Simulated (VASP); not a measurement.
Runs of VASP 6.6.1 on Co. The structure is that of space group Fm-3m (No. 225), or close to it. The cells are those of the table. This isn't the form of Co at room conditions, which is hcp.

```tsv
task	cell	k mesh	gap on the mesh (eV)	pressure (GPa)
single point	a = 2.378 Å, angles 60.0°, 1 atom	18 × 18 × 18	none	24.1
single point	a = 2.445 Å, angles 60.0°, 1 atom	15 × 15 × 15	none	-0.9
single point	a = 2.445 Å, angles 60.0°, 1 atom	26 × 26 × 26	none	(b)
single point	a = 2.477 Å, angles 60.0°, 1 atom	18 × 18 × 18	none	(a)
relaxation of cell and atoms	relaxed from a = 2.502 Å, angles 60.0°, 1 atom	15 × 15 × 15	none	0.1
single point	a = 2.539 Å, angles 60.0°, 1 atom	18 × 18 × 18	none	-21.9
single point	a = 2.412 Å, angles 60.0°, 1 atom	18 × 18 × 18	none	10.2
single point	a = 2.343 Å, angles 60.0°, 1 atom	18 × 18 × 18	none	41.7
single point	a = 2.445 Å, angles 60.0°, 1 atom	18 × 18 × 18	none	-0.9
single point	a = 2.509 Å, angles 60.0°, 1 atom	18 × 18 × 18	none	-16.5
```

Alike in all rows: level PBE; potentials or basis VASP PAW PBE potentials, release 64 (Co); no spin polarisation; cutoff (eV) 600; smearing fermi-dirac 0.1 eV.

Problem. Estimate the missing entries.

Solution. (a) -9.6; (b) -0.8.

Caveats: the run has no spin polarisation, though such a crystal can be magnetic; the cell stands under pressure (at least some runs); the cell stands under tension (at least some runs).

A gap of «none» marks levels without a gap at the run's occupations.
